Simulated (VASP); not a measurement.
# Zr in VASP: notebook

The runs below take Zr through relaxation of cell and atoms, single point, with BLYP, PBEsol, r2SCAN, HSE06.

Program: VASP 6.6.1. These are calculated values, not measurements. Logs are shortened: lines on timing, memory, paths and dates and some standing lists are left out, and cuts for length are marked.

## (1) The cell of the first run

The structure is hexagonal, space group P6_3/mmc (No. 194). Conventional cell: a = 3.232 Å, b = 3.232 Å, c = 5.147 Å, α = 90.00°, β = 90.00°, γ = 120.00°. Within 4.2 Å of Zr (site symmetry -6m2) lie 12 Zr at 3.18 to 3.23 Å.

## (2) Relaxation of cell and atoms, BLYP

INCAR reads:

```
PREC = Accurate
ENCUT = 600
EDIFF = 1E-6
ISMEAR = -1
SIGMA = 0.05
LREAL = False
LASPH = True
NELM = 80
ALGO = Normal
ISIF = 3
LWAVE = False
LCHARG = False
GGA = B5
ALDAX = 1.0
AGGAX = 1.0
AGGAC = 1.0
ALDAC = 0.0
IBRION = 2
NSW = 60
EDIFFG = -0.01
```

KPOINTS reads:

```
Automatic mesh
0
Gamma
  9 9 5
```

POSCAR reads:

```
Zr
1.0
    3.2320000000      0.0000000000      0.0000000000
   -1.6160000000      2.7989941050      0.0000000000
    0.0000000000      0.0000000000      5.1470000000
Zr
2
Direct
    0.6666666667      0.3333333333      0.7500000000
    0.3333333333      0.6666666667      0.2500000000
```

Potentials or basis: VASP PAW PBE potentials, release 64 (Zr_sv).

Command:

```console
> cat potpaw_PBE.64/Zr_sv/POTCAR > POTCAR
> mpirun -np 1 vasp_std > vasp.out
```

OUTCAR:

```text
PREC = Accurate
   ENCUT = 600
   EDIFF = 1E-6
   ISMEAR = -1
   LREAL = False
   LASPH = True
   NELM = 80
   ISIF = 3
   GGA = B5
   IBRION = 2
   NSW = 60
   EDIFFG = -0.01

 ion  position               nearest neighbor table
   1  0.667  0.333  0.750-   2 3.18   2 3.18   2 3.18   2 3.18   2 3.18   2 3.18
   2  0.333  0.667  0.250-   1 3.18   1 3.18   1 3.18   1 3.18   1 3.18   1 3.18

  LATTYP: Found a hexagonal cell.
 ALAT       =     3.2320000000
 C/A-ratio  =     1.5925123762

  Lattice vectors:

 A1 = (   3.2320000000,   0.0000000000,   0.0000000000)
 A2 = (  -1.6160000000,   2.7989941050,   0.0000000000)
 A3 = (   0.0000000000,   0.0000000000,   5.1470000000)

Analysis of symmetry for initial positions (statically):
=====================================================================
 Subroutine PRICEL returns:
 Original cell was already a primitive cell.

 Routine SETGRP: Setting up the symmetry group for a
 hexagonal supercell.

 Subroutine GETGRP returns: Found 24 space group operations
 (whereof 12 operations were pure point group operations)
 out of a pool of 24 trial point group operations.

The static configuration has the point symmetry D_3d.
 The point group associated with its full space group is D_6h.

Analysis of symmetry for dynamics (positions and initial velocities):
=====================================================================
 Subroutine PRICEL returns:
 Original cell was already a primitive cell.

 Routine SETGRP: Setting up the symmetry group for a
 hexagonal supercell.

 Subroutine GETGRP returns: Found 24 space group operations
 (whereof 12 operations were pure point group operations)
 out of a pool of 24 trial point group operations.

The dynamic configuration has the point symmetry D_3d.
 The point group associated with its full space group is D_6h.

 Subroutine INISYM returns: Found 24 space group operations
 (whereof 12 operations are pure point group operations),
 and found     1 'primitive' translations

----------------------------------------------------------------------------------------

                                     Primitive cell

  volume of cell :      46.5616

  direct lattice vectors                    reciprocal lattice vectors
     3.232000000  0.000000000  0.000000000     0.309405941  0.178635603  0.000000000
[... 89 lines left out ...]
   NSW    =     60    number of steps for IOM
   IBRION =      2    ionic relax: 0-MD 1-quasi-New 2-CG
   NFREE  =      1    steps in history (QN), initial steepest desc. (CG)
   ISIF   =      3    stress and relaxation
   ISYM   =      2    0-nonsym 1-usesym 2-fastsym
   POTIM  = 0.5000    time-step for ionic-motion
   TEBEG  =    0.0;   TEEND  =   0.0 temperature during run
   PSTRESS=    0.0 pullay stress
   NELECT =      24.0000    total number of electrons
   NUPDOWN=      -1.0000    fix difference up-down
   EMIN   =  10.00;   EMAX   =-10.00  energy-range for DOS
   EFERMI =   0.00;   METHOD = LEGACY
   ISMEAR =    -1;   SIGMA  =   0.05  broadening in eV -4-tet -1-fermi 0-gaus
   EFERMI_NEDOS =   21; number of points for ismear=-14 and -15
   IALGO  =     38    algorithm
   IMIX   =      4    mixing-type and parameters
     AMIX     =   0.40;   BMIX     =  1.00
     AMIX_MAG =   1.60;   BMIX_MAG =  1.00
  volume/ion in A,a.u.               =      23.28       157.11
  Fermi-wavevector in a.u.,A,eV,Ry     =   1.312611  2.480475 23.442130  1.722948
  Thomas-Fermi vector in A             =   2.442991
   LORBIT       =      0    0 simple, 1 ext, 2 COOP (PROOUT), +10 PAW based schemes
   GGA     = B5    functional components
   LHFCALC =     F    Hartree Fock is set to
   AEXX    =    0.0000 exact exchange contribution
   IVDW    =     0    specifies the selected vdW correction
   LEPSILON=     F    determine dielectric tensor
   LRPA    =     F    only Hartree local field effects (RPA)
 conjugate gradient relaxation of ions
 non-spin polarized calculation
  energy-cutoff  :      600.00
  volume of cell :       46.56
 maximum number of plane-waves:      1572
 NGX is ok and might be reduce to    28
   NGX = 13   NGY = 13   NGZ = 21

--------------------------------------- Ionic step        1  -------------------------------------------

 number of electron      24.0000000 magnetization

 Free energy of the ion-electron system (eV)
  ---------------------------------------------------
  ext. energy  EPLUGINS =         0.00000000
  ---------------------------------------------------
  free energy    TOTEN  =       -14.64678269 eV

  energy without entropy =      -14.62894252  energy(sigma->0) =      -14.63786261

------------------------ aborting loop because EDIFF is reached ----------------------------------------

  FORCE on cell =-STRESS in cart. coord.  units (eV):
  Direction    XX          YY          ZZ          XY          YZ          ZX
  --------------------------------------------------------------------------------------
  -------------------------------------------------------------------------------------
  Total        0.9776889      0.9776889      1.2880655      0.0000000      0.0000000      0.0000000
  in kB       33.6421530     33.6421530     44.3221708      0.0000000      0.0000000      0.0000000
  external PRESSURE =      37.2021590 kB  Pullay stress =       0.0000000 kB
[... 167 lines left out ...]
--------------------------------------- Ionic step        6  -------------------------------------------

 number of electron      24.0000000 magnetization

 Free energy of the ion-electron system (eV)
  ---------------------------------------------------
  ext. energy  EPLUGINS =         0.00000000
  ---------------------------------------------------
  free energy    TOTEN  =       -14.66843497 eV

  energy without entropy =      -14.65117400  energy(sigma->0) =      -14.65980449

 E-fermi :   9.0817     XC(G=0): -10.3430

 val. band max:        9.0801705392   @ k =   0.0000   0.0000   0.4000
 cond. band min:       9.0822374716   @ k =   0.1111   0.0000   0.4000
 fundamental gap:      0.0020669324
 Fermi energy:         9.0816607711

 k-point     1 :       0.0000    0.0000    0.0000
  band No.  band energies     occupation
      1     -39.7662      2.00000
      2     -39.6377      2.00000
      3     -18.3145      2.00000
      4     -17.5448      2.00000
      5     -17.5448      2.00000
      6     -17.4419      2.00000
[... 433 lines left out ...]
      3     -18.0209      2.00000
      4     -18.0135      2.00000
      5     -18.0135      2.00000
      6     -17.8006      2.00000
[... 8 lines left out ...]
     15      10.7201      0.00000
     16      12.5283      0.00000

 [... further k-points ...]
[... 5 lines left out ...]
  --------------------------------------------------------------------------------------
  -------------------------------------------------------------------------------------
  Total        0.0071598      0.0071598      0.0127797     -0.0000000      0.0000000      0.0000000
  in kB        0.2371289      0.2371289      0.4232586     -0.0000000      0.0000000      0.0000000
  external PRESSURE =       0.2991721 kB  Pullay stress =       0.0000000 kB
[... 17 lines left out ...]
  FREE ENERGIE OF THE ION-ELECTRON SYSTEM (eV)
  ---------------------------------------------------
  free  energy   TOTEN  =       -14.6684349708 eV

  energy  without entropy=      -14.6511740026  energy(sigma->0) =      -14.65980449

 reached required accuracy - stopping structural energy minimisation
```

Wall time 4.9 min (1 thread of Intel Xeon 8259CL, shared host); peak memory 0.2 GiB.

What came out:

| Quantity | Value |
| --- | --- |
| Free energy | -14.6684 eV |
| Relaxed volume | 24.19 Å³/atom |
| Relaxed cell | a = 3.264 Å, b = 3.264 Å, c = 5.243 Å, α = 90.00°, β = 90.00°, γ = 120.00° |
| Space group after relaxing (to 0.1 Å) | P6_3/mmc (No. 194) |
| Energy gained by relaxing | 10.8 meV/atom |
| Ionic steps | 6 |
| Pressure after relaxing | 0.0 GPa |
| Band gap on the k mesh | zero (bands 12 and 13 overlap by 1.06 eV) |

Step by step:
| step | energy change (eV) | largest force (eV/Å) | pressure (GPa) | volume (Å³) |
| --- | --- | --- | --- | --- |
| 1 | 0.0000 | 0.0000 | 3.72 | 46.56 |
| 2 | -0.0021 | 0.0000 | -3.22 | 50.30 |
| 3 | -0.0214 | 0.0000 | -0.06 | 48.44 |
| 4 | -0.0214 | 0.0000 | 0.01 | 48.40 |
| 5 | -0.0216 | 0.0000 | 0.02 | 48.39 |
| 6 | -0.0217 | 0.0000 | 0.03 | 48.38 |

Final structure:
```
CELL_PARAMETERS angstrom
3.26414 0.00000 0.00000
-1.63207 2.82683 0.00000
0.00000 0.00000 5.24273
ATOMIC_POSITIONS crystal
Zr 0.66667 0.33333 0.75000
Zr 0.33333 0.66667 0.25000
```

Caveat: the PAW data sets were made with another functional, which shifts forces and pressure a little. Zero-point motion and thermal expansion aren't in these numbers.

## (3) Single point, PBEsol (atoms moved at random)

INCAR reads:

```
SYSTEM = Zr
  ALGO = Fast
  EDIFF = 1E-6
  ENCUT = 520
  GGA = PS
  ISIF = 2
  ISMEAR = -1
  LASPH = .TRUE.
  LCHARG = .TRUE.
  LELF = .TRUE.
  LREAL = .FALSE.
  LVHAR = .TRUE.
  LWAVE = .FALSE.
  NBANDS = 19
  NELM = 80
  PREC = Accurate
  SIGMA = 0.05
```

KPOINTS reads:

```
k-points
0
G
  9 9 5
  0 0 0
```

POSCAR reads:

```
Zr
1.0
    3.2320000000      0.0000000000      0.0000000000
   -1.6160000000      2.7989941050      0.0000000000
    0.0000000000      0.0000000000      5.1470000000
Zr
2
Direct
    0.6621390000      0.3386440000      0.7491820000
    0.3471260000      0.6825800000      0.2445790000
```

Potentials or basis: VASP PAW PBE potentials, release 64 (Zr_sv).

Command:

```console
> cat potpaw_PBE.64/Zr_sv/POTCAR > POTCAR
> mpirun -np 1 vasp_std > vasp.out
```

OUTCAR:

```text
SYSTEM = Zr
   EDIFF = 1E-6
   ENCUT = 520
   GGA = PS
   ISIF = 2
   ISMEAR = -1
   LASPH = .TRUE.
   LREAL = .FALSE.
   NELM = 80
   PREC = Accurate

 ion  position               nearest neighbor table
   1  0.662  0.339  0.749-   2 3.14   2 3.15   2 3.18   2 3.19   2 3.19   2 3.23
   2  0.347  0.683  0.245-   1 3.14   1 3.15   1 3.18   1 3.19   1 3.19   1 3.23

  LATTYP: Found a hexagonal cell.
 ALAT       =     3.2320000000
 C/A-ratio  =     1.5925123762

  Lattice vectors:

 A1 = (   3.2320000000,   0.0000000000,   0.0000000000)
 A2 = (  -1.6160000000,   2.7989941050,   0.0000000000)
 A3 = (   0.0000000000,   0.0000000000,   5.1470000000)

Analysis of symmetry for initial positions (statically):
=====================================================================
 Subroutine PRICEL returns:
 Original cell was already a primitive cell.

 Routine SETGRP: Setting up the symmetry group for a
 hexagonal supercell.

 Subroutine GETGRP returns: Found  2 space group operations
 (whereof  1 operations were pure point group operations)
 out of a pool of 24 trial point group operations.

[... 155 lines left out ...]

 Free energy of the ion-electron system (eV)
  ---------------------------------------------------
  ext. energy  EPLUGINS =         0.00000000
  ---------------------------------------------------
  free energy    TOTEN  =       -18.15693535 eV

  energy without entropy =      -18.14054723  energy(sigma->0) =      -18.14874129

 E-fermi :   8.8718     XC(G=0): -11.2022

 val. band max:        8.8615140016   @ k =   0.0000   0.0000   0.4000
 cond. band min:       8.8723840685   @ k =  -0.2222   0.4444   0.4000
 fundamental gap:      0.0108700670
 Fermi energy:         8.8718126779

 k-point     1 :       0.0000    0.0000    0.0000
  band No.  band energies     occupation
      1     -39.8733      2.00000
      2     -39.7164      2.00000
      3     -18.4291      2.00000
      4     -17.5583      2.00000
      5     -17.5387      2.00000
      6     -17.4115      2.00000
[... 505 lines left out ...]
      6     -17.7644      2.00000
[... 11 lines left out ...]
     18      13.9077      0.00000
     19      14.1283      0.00000

 [... further k-points ...]
[... 5 lines left out ...]
  --------------------------------------------------------------------------------------
  -------------------------------------------------------------------------------------
  Total       -1.0784207     -0.9645313     -0.7669583     -0.0786997     -0.0013098     -0.0018685
  in kB      -37.1083205    -33.1893995    -26.3909382     -2.7080462     -0.0450696     -0.0642932
  external PRESSURE =     -32.2295527 kB  Pullay stress =       0.0000000 kB

 VOLUME and BASIS-vectors are now :
 -----------------------------------------------------------------------------
  energy-cutoff  :      520.00
  volume of cell :       46.56
      direct lattice vectors                 reciprocal lattice vectors
     3.232000000  0.000000000  0.000000000     0.309405941  0.178635603  0.000000000
    -1.616000000  2.798994105  0.000000000     0.000000000  0.357271206  0.000000000
     0.000000000  0.000000000  5.147000000     0.000000000  0.000000000  0.194287935

 POSITION                                       TOTAL-FORCE (eV/Angst)
 -----------------------------------------------------------------------------------
      1.59278      0.94786      3.85604         0.034642      0.024163     -0.087247
      0.01886      1.91054      1.25885        -0.034642     -0.024163      0.087247
 -----------------------------------------------------------------------------------
    total drift:                               -0.000002      0.000000      0.000003

  FREE ENERGIE OF THE ION-ELECTRON SYSTEM (eV)
  ---------------------------------------------------
  free  energy   TOTEN  =       -18.1569353520 eV

  energy  without entropy=      -18.1405472277  energy(sigma->0) =      -18.14874129
```

OSZICAR:

```text
N       E                     dE             d eps       ncg     rms          rms(c)
DAV:   1     0.214998739348E+03    0.21500E+03   -0.13271E+04  7714   0.125E+03
DAV:   2    -0.279829800498E+01   -0.21780E+03   -0.21371E+03  8936   0.368E+02
DAV:   3    -0.186058968979E+02   -0.15808E+02   -0.15669E+02 13936   0.715E+01
[... 12 lines left out ...]
RMM:  16    -0.181569288919E+02   -0.48173E-05   -0.39848E-05 12119   0.291E-02    0.305E-03
RMM:  17    -0.181569317154E+02   -0.28235E-05   -0.22442E-05 10005   0.209E-02    0.236E-03
RMM:  18    -0.181569336264E+02   -0.19110E-05   -0.14323E-05  9591   0.171E-02    0.592E-04
RMM:  19    -0.181569346861E+02   -0.10597E-05   -0.88089E-06  8263   0.130E-02    0.621E-04
RMM:  20    -0.181569353520E+02   -0.66589E-06   -0.53566E-06  7538   0.107E-02
   1 F= -.18156935E+02 E0= -.18148741E+02  d E =-.163881E-01
```

stdout:

```text
POSCAR found type information on POSCAR Zr
 POSCAR found :  1 types and       2 ions
 scaLAPACK will be used
 -----------------------------------------------------------------------------
|                                                                             |
|                                                                             |
|     You enforced a specific xc type in the INCAR file but a different       |
|     I HOPE YOU KNOW WHAT YOU ARE DOING!                                     |
|                                                                             |
 -----------------------------------------------------------------------------

 LDA part: xc-table for (Slater+PW92), standard interpolation
 POSCAR, INCAR and KPOINTS ok, starting setup
 FFT: planning ... GRIDC
 FFT: planning ... GRID_SOFT
 FFT: planning ... GRID
 WAVECAR not read
 entering main loop
WARNING in EDDRMM: call to ZHEGV failed, returncode =   8  4     10
WARNING in EDDRMM: call to ZHEGV failed, returncode =   8  4     14
WARNING in EDDRMM: call to ZHEGV failed, returncode =   6  3     13
WARNING in EDDRMM: call to ZHEGV failed, returncode =   6  3     11
WARNING in EDDRMM: call to ZHEGV failed, returncode =   6  3     14
WARNING in EDDRMM: call to ZHEGV failed, returncode =   6  3      9
WARNING in EDDRMM: call to ZHEGV failed, returncode =   8  4      5
WARNING in EDDRMM: call to ZHEGV failed, returncode =   8  4      5
```

Wall time 6.3 min (1 thread of Intel Xeon 8259CL, shared host); peak memory 0.27 GiB.

Results:

- Free energy: -18.1569 eV
- Pressure: -3.2 GPa
- Largest force: 0.097 eV/Å
- Band gap on the k mesh: zero (bands 12 and 13 overlap by 1.19 eV)

Forces in eV/Å, atoms in the order of the input:
```
Zr   0.035  0.024 -0.087
Zr  -0.035 -0.024  0.087
```

Stress tensor (GPa, compression positive):
```
-3.71 -0.27 -0.01
-0.27 -3.32  0.00
-0.01  0.00 -2.64
```

Caveat: the cell differs from its parent crystal (atoms moved at random); the cell stands under tension; the PAW data sets were made with another functional, which shifts forces and pressure a little.

## (4) Relaxation of cell and atoms, r2SCAN

POSCAR reads:

```
Zr
1.0
    3.2320000000      0.0000000000      0.0000000000
   -1.6160000000      2.7989941050      0.0000000000
    0.0000000000      0.0000000000      5.1470000000
Zr
2
Direct
    0.6666666667      0.3333333333      0.7500000000
    0.3333333333      0.6666666667      0.2500000000
```

INCAR.step1 reads:

```
SYSTEM = Zr
PREC     = Accurate       ! precision mode
ENCUT    = 600            ! plane-wave cutoff, eV
ISMEAR   = -1             ! smearing method
SIGMA    = 0.05           ! smearing width, eV
LREAL    = .False.        ! projectors in reciprocal space
LASPH    = .True.         ! aspherical terms in the spheres
NELM     = 100            ! most SCF steps
GGA      = PE             ! functional
ALGO     = Normal         ! electronic algorithm
EDIFF    = 1E-4           ! SCF threshold, eV
LWAVE    = .True.         ! write WAVECAR
LCHARG   = .False.        ! write CHGCAR
```

INCAR.step2 reads:

```
SYSTEM = Zr
PREC     = Accurate       ! precision mode
ENCUT    = 600            ! plane-wave cutoff, eV
EDIFF    = 1E-7           ! SCF threshold, eV
ISMEAR   = -1             ! smearing method
SIGMA    = 0.05           ! smearing width, eV
LREAL    = .False.        ! projectors in reciprocal space
LASPH    = .True.         ! aspherical terms in the spheres
NELM     = 100            ! most SCF steps
ALGO     = Normal         ! electronic algorithm
ISIF     = 3              ! what is computed and relaxed
LWAVE    = .False.        ! write WAVECAR
LCHARG   = .False.        ! write CHGCAR
METAGGA  = R2SCAN         ! meta-GGA
LMIXTAU  = .True.       
IBRION   = 2              ! ionic algorithm
NSW      = 60             ! ionic steps
EDIFFG   = -0.01          ! ionic threshold
ISTART   = 1
```

KPOINTS reads:

```
regular mesh
0
Gamma
  9 9 5
  0 0 0
```

Command:

```console
> cat potpaw_PBE.64/Zr_sv/POTCAR > POTCAR
> cp INCAR.step1 INCAR
> mpirun -np 1 vasp_std > vasp.out
> cp INCAR.step2 INCAR
> mpirun -np 1 vasp_std > vasp.out
```

Run time: 14 min. Hardware: 1 thread of Intel Xeon 8259CL, shared host; peak memory 0.21 GiB.

Results (log left out):

- Free energy: -45.5107 eV
- Relaxed volume: 23.49 Å³/atom
- Relaxed cell: a = 3.241 Å, b = 3.241 Å, c = 5.164 Å, α = 90.00°, β = 90.00°, γ = 120.00°
- Space group after relaxing (to 0.1 Å): P6_3/mmc (No. 194)
- Energy gained by relaxing: 0.6 meV/atom
- Ionic steps: 3
- Pressure after relaxing: 0.0 GPa
- Band gap on the k mesh: zero (bands 12 and 13 overlap by 1.30 eV)

The path:
```
step  energy change (eV)  largest force (eV/Å)  pressure (GPa)  volume (Å³)
   1              0.0000                0.0000            0.87        46.56
   2              0.0001                0.0000           -0.91        47.42
   3             -0.0011                0.0000           -0.01        46.98
```

Final structure:
```
Zr
1.0
     3.24102    0.00000    0.00000
    -1.62051    2.80681    0.00000
     0.00000    0.00000    5.16426
Zr
2
Direct
  0.66667 0.33333 0.75000
  0.33333 0.66667 0.25000
```

Levels at points of the mesh, in eV from the Fermi level:
| k point | band 8 | band 9 | band 10 | band 11 | band 12 | band 13 | band 14 | band 15 | band 16 |
| --- | --- | --- | --- | --- | --- | --- | --- | --- | --- |
| (0.00, 0.00, 0.00) | -27.40 | -6.02 | -3.20 | 0.95 | 0.95 | 0.97 | 1.11 | 1.69 | 1.69 |

Caveat: the PAW data sets were made with another functional, which shifts forces and pressure a little. Zero-point motion and thermal expansion aren't in these numbers.

[end of part 1 of 2]

The gap in the log of VASP goes by the Fermi energy; the results here count the filled bands.